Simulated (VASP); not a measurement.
A run of VASP 6.6.1 is set up as follows.

The input INCAR:

```
SYSTEM = Be
PREC = Accurate ; ENCUT = 600
EDIFF = 1E-6 ; ISMEAR = -1
SIGMA = 0.08 ; LREAL = .FALSE.
LASPH = .TRUE. ; NELM = 60
ALGO = Normal ; ISIF = 3
LWAVE = .FALSE. ; LCHARG = .FALSE.
GGA = PE ; IBRION = 2
NSW = 60 ; EDIFFG = -0.005
PSTRESS = 4200.0
```

KPOINTS

```
Automatic mesh
0
G
  28 28 28
  0 0 0
```

The input POSCAR:

```
Be
1.0
   -0.9452050294      0.9452050294      0.9452050294
    0.9452050294     -0.9452050294      0.9452050294
    0.9452050294      0.9452050294     -0.9452050294
Be
1
Direct
    0.0000000000      0.0000000000      0.0000000000
```

Potentials or basis: VASP PAW PBE potentials, release 64 (Be).

Launch:

```console
$ cat potpaw_PBE.64/Be/POTCAR > POTCAR
$ mpirun -np 1 vasp_std > vasp.out
```

Question: What does it give for the relaxed volume?

Answer: 3.37 Å³/atom.

Question: Predict the relaxed cell.

Answer: a = 1.636 Å, b = 1.636 Å, c = 1.636 Å, α = 109.47°, β = 109.47°, γ = 109.47°.

Final structure:
```cif
data_structure
_symmetry_space_group_name_H-M 'P 1'
_symmetry_Int_Tables_number 1
_cell_length_a 1.6365
_cell_length_b 1.6365
_cell_length_c 1.6365
_cell_angle_alpha 109.471
_cell_angle_beta 109.471
_cell_angle_gamma 109.471
_cell_volume 3.37
loop_
_atom_site_label
_atom_site_type_symbol
_atom_site_fract_x
_atom_site_fract_y
_atom_site_fract_z
_atom_site_occupancy
Be1 Be 0.00000 0.00000 0.00000 1
```

Caveat: the cell is relaxed towards a set pressure, so the run minimises the enthalpy, not the energy.
